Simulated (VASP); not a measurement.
Wanted: the native input for a VASP 6.6.1 run.

| Quantity | Value |
| --- | --- |
| Task | electric field gradients |
| Functional | PBE |
| Potentials or basis | VASP PAW PBE potentials, release 64 (Ti_sv, Si) |
| Cutoff | 520 eV |
| k mesh | 8 × 8 × 8 |
| Occupations | fermi-dirac, width 0.08 eV |
| Spin | no spin polarisation |
| Dipole correction | no |
| Further INCAR settings | ALGO = Normal; EDIFF = 1e-08; NBANDS = 29 |

The structure of TiSi2 lies in POSCAR:

```
TiSi2
1.0
    0.0000000000      4.1591800000      4.2615000000
    2.4103650000      0.0000000000      4.2615000000
    2.4103650000      4.1591800000      0.0000000000
Ti Si
2 4
Direct
    0.7500000000      0.7500000000      0.7500000000
    0.5000000000      0.5000000000      0.5000000000
    0.0830000000      0.4170000000      0.0830000000
    0.4170000000      0.0830000000      0.4170000000
    0.1670000000      0.8330000000      0.1670000000
    0.8330000000      0.1670000000      0.8330000000
```

This cell differs from its parent crystal: equal xx and yy strain of +1 %.

These files were run (other wordings do the same):

INCAR

```
SYSTEM = TiSi2
  ALGO = Normal
  EDIFF = 1E-8
  ENCUT = 520
  GGA = PE
  ISIF = 2
  ISMEAR = -1
  LASPH = .True.
  LCHARG = .False.
  LEFG = .True.
  LREAL = .False.
  LWAVE = .False.
  NBANDS = 29
  NELM = 60
  PREC = Accurate
  SIGMA = 0.08
```

KPOINTS

```
k-points
0
Gamma
  8 8 8
  0 0 0
```

Potentials or basis: VASP PAW PBE potentials, release 64 (Ti_sv, Si).

Run with:

```sh
$ cat potpaw_PBE.64/Ti_sv/POTCAR potpaw_PBE.64/Si/POTCAR > POTCAR
$ mpirun -np 1 vasp_std > vasp.out
```

It gave:

- Pressure: -0.4 GPa
- Largest force: 0.183 eV/Å
- Band gap on the k mesh: zero (bands 20 and 21 overlap by 1.81 eV)
- Largest electric field gradient by atom: Ti +12.9; Si -36.4 V/Å²

Caveat: the cell differs from its parent crystal (equal xx and yy strain of +1 %); without QUAD_EFG the Cq values of the log hold for a quadrupole moment of 1 mb, not for the nuclei.

Run time: 8.2 min on 1 thread of Oxide Virtual Turin-like Processor, on a shared host, peak memory 0.32 GiB.
